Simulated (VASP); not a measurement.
# Al12H in VASP: relaxation of the atoms with PBE

Aim: the relaxation of the atoms of Al12H with PBE.

Program: VASP 6.6.1. These are calculated values, not measurements. Logs are shortened: lines on timing, memory, paths and dates and some standing lists are left out, and cuts for length are marked.

## 1. The cell of the first run

The cell holds a slab with vacuum, 13 atoms: a = 5.714 Å, b = 5.714 Å, c = 19.675 Å, α = 90.00°, β = 90.00°, γ = 90.00°.

## 2. Relaxation of the atoms, PBE

File INCAR:

```
PREC     = Accurate       # precision mode
ENCUT    = 520            # plane-wave cutoff, eV
EDIFF    = 1E-6           # SCF threshold, eV
ISMEAR   = 0              # smearing method
SIGMA    = 0.1            # smearing width, eV
LREAL    = F              # projectors in reciprocal space
LASPH    = T              # aspherical terms in the spheres
NELM     = 100            # most SCF steps
ALGO     = Normal         # electronic algorithm
ISIF     = 2              # what is computed and relaxed
LWAVE    = F              # write WAVECAR
LCHARG   = F              # write CHGCAR
LDIPOL   = T            
IDIPOL   = 3            
DIPOL    = 0.5 0.5 0.322
GGA      = PE             # functional
IBRION   = 2              # ionic algorithm
NSW      = 36             # ionic steps
EDIFFG   = -0.025         # ionic threshold
KPAR     = 4
```

File KPOINTS:

```
regular mesh
0
Gamma
  5 5 1
```

File POSCAR:

```
Al12H
1.0
    5.7135165837      0.0000000000      0.0000000000
    0.0000000000      5.7135165837      0.0000000000
    0.0000000000      0.0000000000     19.6746954375
Al H
12 1
Selective dynamics
Direct
    0.2500000000      0.2500000000      0.2033068320  F F F
    0.2500000000      0.7500000000      0.2033068320  F F F
    0.7500000000      0.2500000000      0.2033068320  F F F
    0.7500000000      0.7500000000      0.2033068320  F F F
    0.0000000000      0.0000000000      0.3092728611  F F F
    0.0000000000      0.5000000000      0.3092728611  F F F
    0.5000000000      0.0000000000      0.3092728611  F F F
    0.5000000000      0.5000000000      0.3092728611  F F F
    0.2500000000      0.2500000000      0.4154928580  F F F
    0.2500000000      0.7500000000      0.4154928580  F F F
    0.7500000000      0.2500000000      0.4154928580  F F F
    0.7500000000      0.7500000000      0.4154928580  F F F
    0.3333333333      0.4166666667      0.4781761951  F F T
```

Potentials or basis: VASP PAW PBE potentials, release 64 (Al, H).

The run is started by

```sh
$ cat potpaw_PBE.64/Al/POTCAR potpaw_PBE.64/H/POTCAR > POTCAR
$ mpirun -np 4 vasp_std > vasp.out
```

OUTCAR:

```text
PREC = Accurate
   ENCUT = 520
   EDIFF = 1E-6
   ISMEAR = 0
   LREAL = F
   LASPH = T
   NELM = 100
   ISIF = 2
   GGA = PE
   IBRION = 2
   NSW = 36
   EDIFFG = -0.025

 ion  position               nearest neighbor table
   1  0.250  0.250  0.203-   2 2.86   3 2.86   2 2.86   3 2.86   7 2.90   8 2.90   5 2.90   6 2.90

   2  0.250  0.750  0.203-   1 2.86   4 2.86   1 2.86   4 2.86   7 2.90   8 2.90   5 2.90   6 2.90

   3  0.750  0.250  0.203-   1 2.86   4 2.86   4 2.86   1 2.86   7 2.90   8 2.90   5 2.90   6 2.90
[... 15 lines left out ...]
  11  0.750  0.250  0.415-   9 2.86  12 2.86  12 2.86   9 2.86   5 2.91   6 2.91   7 2.91   8 2.91

  12  0.750  0.750  0.415-  10 2.86  11 2.86  11 2.86  10 2.86   5 2.91   6 2.91   7 2.91   8 2.91

  13  0.333  0.417  0.478-   9 1.63

  LATTYP: Found a simple tetragonal cell.
 ALAT       =     5.7135165837
 C/A-ratio  =     3.4435351940

  Lattice vectors:

 A1 = (   5.7135165837,   0.0000000000,   0.0000000000)
 A2 = (   0.0000000000,   5.7135165837,   0.0000000000)
 A3 = (   0.0000000000,   0.0000000000,  19.6746954375)

Analysis of symmetry for initial positions (statically):
=====================================================================
 Subroutine PRICEL returns:
 Original cell was already a primitive cell.

 Routine SETGRP: Setting up the symmetry group for a
 simple tetragonal supercell.

 Subroutine GETGRP returns: Found  1 space group operations
 (whereof  1 operations were pure point group operations)
 out of a pool of 16 trial point group operations.

The static configuration has the point symmetry C_1 .

Analysis of symmetry for dynamics (positions and initial velocities):
=====================================================================
 Subroutine PRICEL returns:
 Original cell was already a primitive cell.

 Routine SETGRP: Setting up the symmetry group for a
 simple tetragonal supercell.

 Subroutine GETGRP returns: Found  1 space group operations
 (whereof  1 operations were pure point group operations)
 out of a pool of 16 trial point group operations.

The dynamic configuration has the point symmetry C_1 .

Analysis of constrained symmetry for selective dynamics:
=====================================================================
 Subroutine PRICEL returns:
 Original cell was already a primitive cell.

 Routine SETGRP: Setting up the symmetry group for a
 simple tetragonal supercell.

 Subroutine GETGRP returns: Found  1 space group operations
 (whereof  1 operations were pure point group operations)
 out of a pool of 16 trial point group operations.

The constrained configuration has the point symmetry C_1 .

 Subroutine INISYM returns: Found  1 space group operations
 (whereof  1 operations are pure point group operations),
 and found     1 'primitive' translations

----------------------------------------------------------------------------------------

                                     Primitive cell

  volume of cell :     642.2661

  direct lattice vectors                    reciprocal lattice vectors
     5.713516584  0.000000000  0.000000000     0.175023558  0.000000000  0.000000000
     0.000000000  5.713516584  0.000000000     0.000000000  0.175023558  0.000000000
     0.000000000  0.000000000 19.674695437     0.000000000  0.000000000  0.050826708

  length of vectors
     5.713516584  5.713516584 19.674695437     0.175023558  0.175023558  0.050826708

  position of ions in fractional coordinates (direct lattice)
     0.250000000  0.250000000  0.203306832
     0.250000000  0.750000000  0.203306832
     0.750000000  0.250000000  0.203306832
     0.750000000  0.750000000  0.203306832
     0.000000000  0.000000000  0.309272861
     0.000000000  0.500000000  0.309272861
     0.500000000  0.000000000  0.309272861
     0.500000000  0.500000000  0.309272861
     0.250000000  0.250000000  0.415492858
     0.250000000  0.750000000  0.415492858
     0.750000000  0.250000000  0.415492858
     0.750000000  0.750000000  0.415492858
     0.333333333  0.416666667  0.478176195

[... 27 lines left out ...]
     0.035004712  0.000000000  0.000000000     0.200000000  0.000000000  0.000000000
     0.000000000  0.035004712  0.000000000     0.000000000  0.200000000  0.000000000
     0.000000000  0.000000000  0.050826708     0.000000000  0.000000000  1.000000000

  Length of vectors
     0.035004712  0.035004712  0.050826708

  Shift w.r.t. Gamma in fractional coordinates (k-lattice)
     0.000000000  0.000000000  0.000000000

 Subroutine IBZKPT returns following result:
 ===========================================

 Found     13 irreducible k-points:

 Following reciprocal coordinates:
            Coordinates               Weight
  0.000000  0.000000  0.000000      1.000000
  0.200000  0.000000  0.000000      2.000000
  0.000000  0.200000  0.000000      2.000000
  0.400000  0.000000  0.000000      2.000000
  0.000000  0.400000  0.000000      2.000000
  0.200000  0.200000  0.000000      2.000000
 -0.200000  0.200000  0.000000      2.000000
  0.400000  0.200000  0.000000      2.000000
 -0.200000  0.400000  0.000000      2.000000
 -0.400000  0.200000  0.000000      2.000000
  0.200000  0.400000  0.000000      2.000000
  0.400000  0.400000  0.000000      2.000000
 -0.400000  0.400000  0.000000      2.000000
   k-points           NKPTS =     13   k-points in BZ     NKDIM =     13   number of bands    NBANDS=     25
   number of dos      NEDOS =    301   number of ions     NIONS =     13
   total plane-waves  NPLWV = 264600
   dimension x,y,z NGX =    42 NGY =   42 NGZ =  150
   dimension x,y,z NGXF=    84 NGYF=   84 NGZF=  300
   ions per type =              12   1
   NGX,Y,Z   is equivalent  to a cutoff of  12.22, 12.22, 12.67 a.u.
   NGXF,Y,Z  is equivalent  to a cutoff of  24.44, 24.44, 25.35 a.u.
 SYSTEM =  unknown system
   PREC   = accura    normal or accurate (medium, high low for compatibility)
   ISTART =      0    job   : 0-new  1-cont  2-samecut
   ICHARG =      2    charge: 1-file 2-atom 10-const
   ISPIN  =      1    spin polarized calculation?
   LNONCOLLINEAR =      F non collinear calculations
   LSORBIT =      F    spin-orbit coupling
   LASPH  =      T    aspherical Exc in radial PAW
   ENCUT  =  520.0 eV  38.22 Ry    6.18 a.u.  10.62 10.62 36.58*2*pi/ulx,y,z
   NELM   =    100;   NELMIN=  2; NELMDL= -5     # of ELM steps
   EDIFF  = 0.1E-05   stopping-criterion for ELM
   LREAL  =      F    real-space projection
   EDIFFG = -.3E-01   stopping-criterion for IOM
   NSW    =     36    number of steps for IOM
   IBRION =      2    ionic relax: 0-MD 1-quasi-New 2-CG
   NFREE  =      1    steps in history (QN), initial steepest desc. (CG)
   ISIF   =      2    stress and relaxation
   ISYM   =      2    0-nonsym 1-usesym 2-fastsym
   POTIM  = 0.5000    time-step for ionic-motion
   TEBEG  =    0.0;   TEEND  =   0.0 temperature during run
   PSTRESS=    0.0 pullay stress
   NELECT =      37.0000    total number of electrons
   NUPDOWN=      -1.0000    fix difference up-down
   EMIN   =  10.00;   EMAX   =-10.00  energy-range for DOS
   EFERMI =   0.00;   METHOD = LEGACY
   ISMEAR =     0;   SIGMA  =   0.10  broadening in eV -4-tet -1-fermi 0-gaus
   EFERMI_NEDOS =   21; number of points for ismear=-14 and -15
   IALGO  =     38    algorithm
   IMIX   =      4    mixing-type and parameters
     AMIX     =   0.40;   BMIX     =  1.00
     AMIX_MAG =   1.60;   BMIX_MAG =  1.00
  volume/ion in A,a.u.               =      49.41       333.40
  Fermi-wavevector in a.u.,A,eV,Ry     =   0.632272  1.194820  5.439167  0.399767
  Thomas-Fermi vector in A             =   1.695531
   LORBIT       =      0    0 simple, 1 ext, 2 COOP (PROOUT), +10 PAW based schemes
   GGA     = PE    functional components
   LHFCALC =     F    Hartree Fock is set to
   AEXX    =    0.0000 exact exchange contribution
   IVDW    =     0    specifies the selected vdW correction
   LEPSILON=     F    determine dielectric tensor
   LRPA    =     F    only Hartree local field effects (RPA)
 conjugate gradient relaxation of ions
 non-spin polarized calculation
 Gauss-broadening in eV      SIGMA  =   0.10
  energy-cutoff  :      520.00
  volume of cell :      642.27
 maximum number of plane-waves:     17320
   NGX = 21   NGY = 21   NGZ = 73

 dipolmoment           0.000000      0.000000     -0.111825 electrons x Angstroem

--------------------------------------- Ionic step        1  -------------------------------------------

 number of electron      36.9999998 magnetization

 Free energy of the ion-electron system (eV)
  ---------------------------------------------------
  ext. energy  EPLUGINS =         0.00000000
  ---------------------------------------------------
  free energy    TOTEN  =       -44.36872821 eV

  energy without entropy =      -44.34993959  energy(sigma->0) =      -44.35933390

------------------------ aborting loop because EDIFF is reached ----------------------------------------

  FORCE on cell =-STRESS in cart. coord.  units (eV):
  Direction    XX          YY          ZZ          XY          YZ          ZX
  --------------------------------------------------------------------------------------
  -------------------------------------------------------------------------------------
  Total       -7.4939479     -7.0940706     -0.3312305      0.6129023      0.6310992     -0.0055331
  in kB      -18.6941726    -17.6966510     -0.8262773      1.5289272      1.5743208     -0.0138027
  external PRESSURE =     -12.4057003 kB  Pullay stress =       0.0000000 kB
[... 81 lines left out ...]
--------------------------------------- Ionic step        3  -------------------------------------------

 number of electron      36.9999998 magnetization

 dipolmoment           0.000000      0.000000      0.014603 electrons x Angstroem

 Free energy of the ion-electron system (eV)
  ---------------------------------------------------
  ext. energy  EPLUGINS =         0.00000000
  ---------------------------------------------------
  free energy    TOTEN  =       -44.37143720 eV

  energy without entropy =      -44.35270844  energy(sigma->0) =      -44.36207282

 E-fermi :  -0.5687     XC(G=0):  -4.2217

 val. band max:       -0.5735291792   @ k =   0.0000   0.2000   0.0000
 cond. band min:      -0.5411063072   @ k =   0.0000   0.0000   0.0000
 fundamental gap:      0.0324228720
 Fermi energy:        -0.5687208467

 k-point     1 :       0.0000    0.0000    0.0000
  band No.  band energies     occupation
      1     -10.6683      2.00000
      2      -8.6815      2.00000
      3      -6.4685      2.00000
      4      -6.2617      2.00000
      5      -6.1820      2.00000
      6      -6.1446      2.00000
[... 353 lines left out ...]
     24       0.7637      0.00000
     25       1.7890      0.00000

------------------------ aborting loop because EDIFF is reached ----------------------------------------

 vacuum level on the upper side and lower side of the slab       (xc-potential included)        -0.116        -0.211

  FORCE on cell =-STRESS in cart. coord.  units (eV):
  Direction    XX          YY          ZZ          XY          YZ          ZX
  --------------------------------------------------------------------------------------
  -------------------------------------------------------------------------------------
  Total       -7.5157757     -7.2016093     -0.5760957      0.5459786      0.5043335     -0.0713298
  in kB      -18.7486236    -17.9649138     -1.4371107      1.3619814      1.2580949     -0.1779372
  external PRESSURE =     -12.7168827 kB  Pullay stress =       0.0000000 kB
[... 28 lines left out ...]
  FREE ENERGIE OF THE ION-ELECTRON SYSTEM (eV)
  ---------------------------------------------------
  free  energy   TOTEN  =       -44.3714371996 eV

  energy  without entropy=      -44.3527084359  energy(sigma->0) =      -44.36207282

 reached required accuracy - stopping structural energy minimisation

 vacuum level on the upper side and lower side of the slab         3.825         3.725
```

Wall time 3.4 min (4 MPI ranks of Intel Xeon Platinum 8375C at 2.90GHz (Ice Lake), shared host); peak memory 0.74 GiB.

What came out:

- Free energy: -44.3714 eV
- Energy gained by relaxing: 0.2 meV/atom
- Ionic steps: 3
- Band gap on the k mesh: zero (an odd number of electrons rules out a gap without spin polarisation)

The path:
| step | energy change (eV) | largest force on free atoms (eV/Å) | pressure (GPa) |
| --- | --- | --- | --- |
| 1 | 0.0000 | 0.1852 | -1.24 |
| 2 | -0.0014 | 0.1280 | -1.25 |
| 3 | -0.0027 | 0.0047 | -1.27 |

Final structure:
```
Al H
1.0
     5.71352    0.00000    0.00000
     0.00000    5.71352    0.00000
     0.00000    0.00000   19.67470
Al H
12 1
Direct
  0.25000 0.25000 0.20331
  0.25000 0.75000 0.20331
  0.75000 0.25000 0.20331
  0.75000 0.75000 0.20331
  0.00000 0.00000 0.30927
  0.00000 0.50000 0.30927
  0.50000 0.00000 0.30927
  0.50000 0.50000 0.30927
  0.25000 0.25000 0.41549
  0.25000 0.75000 0.41549
  0.75000 0.25000 0.41549
  0.75000 0.75000 0.41549
  0.33333 0.41667 0.47965
```
